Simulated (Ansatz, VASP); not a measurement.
SnO in VASP and in Ansatz

Contents of INCAR:

```
SYSTEM = SnO
  ALGO = Normal
  EDIFF = 1E-7
  ENCUT = 520
  GGA = PS
  ISIF = 2
  ISMEAR = 0
  IVDW = 12
  LASPH = .TRUE.
  LCHARG = .FALSE.
  LREAL = .FALSE.
  LWAVE = .FALSE.
  NBANDS = 28
  NELM = 100
  PREC = Accurate
  SIGMA = 0.15
```

Contents of KPOINTS:

```
k-points
0
G
  12 12 10
  0 0 0
```

The input POSCAR:

```
SnO
1.0
    3.8020000000      0.0000000000      0.0000000000
    0.0000000000      3.8020000000      0.1425750000
    0.0000000000      0.1813500000      4.8360000000
Sn O
2 2
Direct
    0.0000000000      0.5000000000      0.2385000000
    0.5000000000      0.0000000000      0.7615000000
    0.0000000000      0.0000000000      0.0000000000
    0.5000000000      0.5000000000      0.0000000000
```

Input for Ansatz:

```yaml
crystal:
  lattice:
    - [3.802, 0.0, 0.0]
    - [0.0, 3.802, 0.142575]
    - [0.0, 0.18135, 4.836]
  atoms:
    - { symbol: Sn, position: [0.0, 0.5, 0.2385] }
    - { symbol: Sn, position: [0.5, 0.0, 0.7615] }
    - { symbol: O, position: [0.0, 0.0, 0.0] }
    - { symbol: O, position: [0.5, 0.5, 0.0] }
basis:
  ecutwfc: 420
kpoints:
  mp_grid: { grid: [12, 12, 10] }
hamiltonian:
  xc: pbesol
  dispersion: d3bj
scf:
  occupations: { method: gaussian, width: 0.15 }
output:
  forces: true
  stress: true
  eigenvalues: true
```

Change from the starting cell: strain +0.0750 x Voigt [0, 0, 0, 1, 0, 0], atoms carried along.

Alike in both runs: task single point; functional PBEsol; dispersion D3(BJ); k mesh 12 × 12 × 10; occupations gaussian, width 0.15 eV; no spin polarisation.

|  | VASP | Ansatz |
| --- | --- | --- |
| version | VASP 6.6.1 | Ansatz 0.2.0 |
| potentials or method | VASP PAW PBE potentials, release 64 (Sn_d, O), cutoff 520 eV | scalar-relativistic, plane waves, PAW |
| valence electrons in the cell | 40 | 40 |

VASP gave:

| Quantity | Value |
| --- | --- |
| gap on the k mesh at the Fermi level (eV) | none |
| pressure (GPa) | -1.2 |
| traceless stress, the component that is largest in VASP (GPa) | -4.06 |
| rms of the force components (eV/Å) | 0.247 |

Task: Estimate Ansatz's values.

Result: gap on the k mesh at the Fermi level (eV): none; pressure (GPa): -1.4; traceless stress, the component that is largest in VASP (GPa): -3.97; rms of the force components (eV/Å): 0.225.

VASP's potentials were made for PBE, not for PBEsol. Atom by atom the forces differ by 0.036 eV/Å (rms over components). A gap of «none» marks a metal or a gap that the smearing closes.
